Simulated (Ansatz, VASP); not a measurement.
Cu2IBr in VASP and in Ansatz

```xyz
4
Lattice="1.9685 1.1365 6.3876 -1.9685 1.1365 6.3876 0.0000 -2.2731 6.3876" Properties=species:S:1:pos:R:3 pbc="T T T"
I     0.0000    0.0000    0.0000
Br    0.0000    0.0000    9.5814
Cu    0.0000    0.0000    4.7721
Cu    0.0000    0.0000   14.3907
```

Alike in both runs: functional LDA; k mesh 8 × 8 × 8; occupations fermi-dirac, width 0.05 eV; no spin polarisation.

|  | VASP | Ansatz |
| --- | --- | --- |
| version | VASP 6.6.1 | Ansatz 0.2.0 |
| potentials or method | VASP PAW LDA potentials, release 64 (I, Br, Cu) | Ansatz PAW |
| plane-wave cutoff (eV) | 520 | 420 |
| valence electrons in the cell | 36 | 62 |
| task | single point | band structure |

|  | VASP | Ansatz | Ansatz less VASP |
| --- | --- | --- | --- |
| gap on the k mesh at the Fermi level (eV) | none | none | - |
| pressure (GPa) | -5.3 | -5.6 | -0.35 |
| traceless stress, the component that is largest in VASP (GPa) | -0.14 | -0.14 | +0.001 |

LDA's correlation is that of Perdew and Zunger in VASP and of Perdew and Wang (1992) in Ansatz. A gap of «none» marks a metal or a gap that the smearing closes. VASP's potentials hold 36 valence electrons a cell and Ansatz's 62, so a difference there can come from the potentials and not from the codes.

Spin-orbit coupling is off throughout.
